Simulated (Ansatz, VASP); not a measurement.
**GeW: VASP beside Ansatz**

The input INCAR:

```
SYSTEM = GeW
PREC = Accurate
ENCUT = 600
EDIFF = 1E-7
ISMEAR = 0
SIGMA = 0.1
LREAL = .FALSE.
LASPH = .TRUE.
NELM = 100
ALGO = Normal
ISIF = 3
LWAVE = .FALSE.
LCHARG = .FALSE.
GGA = PE
IBRION = 2
NSW = 100
EDIFFG = -0.01
```

KPOINTS

```
regular mesh
0
G
  12 12 6
  0 0 0
```

Contents of POSCAR:

```
GeW
1.0
    3.2587300609      0.0000000000      0.0000000000
    0.0000000000      3.2587300609      0.0000000000
    0.0000000000      0.0000000000      5.8502052045
Ge W
2 2
Direct
    0.5000000000      0.0000000000      0.3634486389
    0.0000000000      0.5000000000      0.6365513611
    0.5000000000      0.0000000000      0.8576441460
    0.0000000000      0.5000000000      0.1423558540
```

Input for Ansatz:

```yaml
crystal:
  lattice:
    - [3.2587300609, 0.0, 0.0]
    - [0.0, 3.2587300609, 0.0]
    - [0.0, 0.0, 5.8502052045]
  atoms:
    - { symbol: Ge, position: [0.5, 0.0, 0.3634486389] }
    - { symbol: Ge, position: [0.0, 0.5, 0.6365513611] }
    - { symbol: W, position: [0.5, 0.0, 0.857644146] }
    - { symbol: W, position: [0.0, 0.5, 0.142355854] }
basis:
  ecutwfc: 420
kpoints:
  mp_grid: { grid: [12, 12, 6] }
hamiltonian:
  xc: pbe
scf:
  occupations: { method: gaussian, width: 0.1 }
output:
  forces: true
  stress: true
  eigenvalues: true
relax:
  adjacent_minimum: "off"
  f_tol: 0.01
  max_steps: 80
  cell: { stress_tol: 0.05 }
```

Alike in both runs: task relaxation of cell and atoms; functional PBE; k mesh 12 × 12 × 6; occupations gaussian, width 0.1 eV; no spin polarisation.

|  | VASP | Ansatz |
| --- | --- | --- |
| version | VASP 6.6.1 | Ansatz 0.2.0 |
| potentials or method | VASP PAW PBE potentials, release 64 (Ge_d, W_sv), cutoff 600 eV | scalar-relativistic, plane waves, PAW |
| valence electrons in the cell | 56 | 56 |

Ansatz gave:

```
gap on the k mesh at the Fermi level, each at its own relaxed structure (eV) : none
relaxed volume (Å³/atom)                                                     : 15.55
relaxed cell length with the largest relative difference (Å)                 : 3.266
```

Q: What did VASP give for the same quantities?

A: gap on the k mesh at the Fermi level, each at its own relaxed structure (eV): none; relaxed volume (Å³/atom): 15.57; relaxed cell length with the largest relative difference (Å): 3.268.

A gap of «none» marks a metal or a gap that the smearing closes.

Neither program's run includes spin-orbit coupling.
